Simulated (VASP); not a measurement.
The system is InP.

```
CELL_PARAMETERS angstrom
0.00000 2.93050 2.93050
2.93050 0.00000 2.93050
2.93050 2.93050 0.00000
ATOMIC_POSITIONS crystal
In 0.00000 0.00000 0.00000
P 0.75000 0.75000 0.75000
```

Base run:

- Program: VASP 6.6.1
- Functional: b88 exchange, pbe correlation
- Potentials or basis: VASP PAW PBE potentials, release 64 (In_d, P)
- Cutoff: 500 eV
- k mesh: 8 × 8 × 8
- Occupations: fermi-dirac, width 0.05 eV
- Spin: no spin polarisation

Its results: band gap on the k mesh 0.69 eV; pressure 3.2 GPa.

Problem. After a change of settings the same cell gave: band gap on the k mesh 1.69 eV; pressure 1.1 GPa. Which change was it?
A. functional from b88 exchange, pbe correlation to r2SCAN50; cutoff from 500 eV to 520 eV; k mesh from 8 × 8 × 8 to 5 × 5 × 5
B. functional from b88 exchange, pbe correlation to r2SCANh; cutoff from 500 eV to 520 eV; k mesh from 8 × 8 × 8 to 4 × 4 × 4
C. functional from b88 exchange, pbe correlation to HSE06; cutoff from 500 eV to 520 eV; k mesh from 8 × 8 × 8 to 4 × 4 × 4
D. functional from b88 exchange, pbe correlation to HSE06; cutoff from 500 eV to 520 eV; k mesh from 8 × 8 × 8 to 6 × 6 × 6

Solution. B.

Caveats: some runs use coarse meshes; the PAW data sets were made with another functional, which shifts forces and pressure a little; spin-orbit coupling is left out, which moves the levels of the heavy elements; the cell stands under pressure (at least some runs).
